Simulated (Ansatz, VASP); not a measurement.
**Two plane-wave programs on LiH**

```
Li H
1.0
     0.00000    2.01668    2.01668
     2.01668    0.00000    2.01668
     2.01668    2.01668    0.00000
Li H
1 1
Cartesian
  0.0000 0.0000 0.0000
  2.0167 2.0167 2.0167
```

Alike in both runs: task single point; functional HSE06; k mesh 4 × 4 × 4; occupations fermi-dirac, width 0.05 eV; no spin polarisation.

|  | VASP | Ansatz |
| --- | --- | --- |
| version | VASP 6.6.1 | Ansatz 0.2.0 development build |
| potentials or method | VASP PAW PBE potentials, release 64 (Li_sv, H) | plane waves, PAW datasets (generated hard set |
| plane-wave cutoff (eV) | 520 | 700 |
| valence electrons in the cell | 4 | 4 |

|  | VASP | Ansatz | Ansatz less VASP |
| --- | --- | --- | --- |
| gap on the k mesh at the Fermi level (eV) | 4.01 | 4.01 | +0.002 |

The k mesh is coarse, so the values compare programs but aren't converged. Noted on VASP's run: the cutoff is short for stress, so the pressure is rough.
